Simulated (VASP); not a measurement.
Sn, 1 atom in the cell. It takes space group Im-3m (No. 229, cubic). The conventional cell has a = 3.864 Å, b = 3.864 Å, c = 3.864 Å, α = 90.00°, β = 90.00°, γ = 90.00°. Within 4.4 Å of Sn (site symmetry m-3m) lie 14 Sn at 3.35 to 3.86 Å. 

| Item | Value |
| --- | --- |
| Program | VASP 6.6.1 |
| Task | single point |
| Functional | r2SCAN |
| Potentials or basis | VASP PAW PBE potentials, release 64 (Sn_d) |
| Cutoff | 520 eV |
| k mesh | 10 × 10 × 10 |
| Occupations | fermi-dirac, width 0.05 eV |
| Spin | no spin polarisation |
| Dipole correction | no |
| Further INCAR settings | ALGO = Normal; EDIFF = 1e-07; NBANDS = 13 |

Potentials or basis: VASP PAW PBE potentials, release 64 (Sn_d).

Launch:

```sh
$ cat potpaw_PBE.64/Sn_d/POTCAR > POTCAR
$ cp INCAR.step1 INCAR
$ mpirun -np 1 vasp_std > vasp.out
$ cp INCAR.step2 INCAR
$ mpirun -np 1 vasp_std > vasp.out
```

Hardware: 1 thread of Intel(R) Xeon(R) Platinum 8375C CPU @ 2.90GHz (Ice Lake) (shared host).

Question: Estimate the wall time of this run.

Answer: Run time: 51 s on 1 thread of Intel(R) Xeon(R) Platinum 8375C CPU @ 2.90GHz (Ice Lake), with other jobs on the host, peak memory 0.16 GiB. Counts: k points 47.
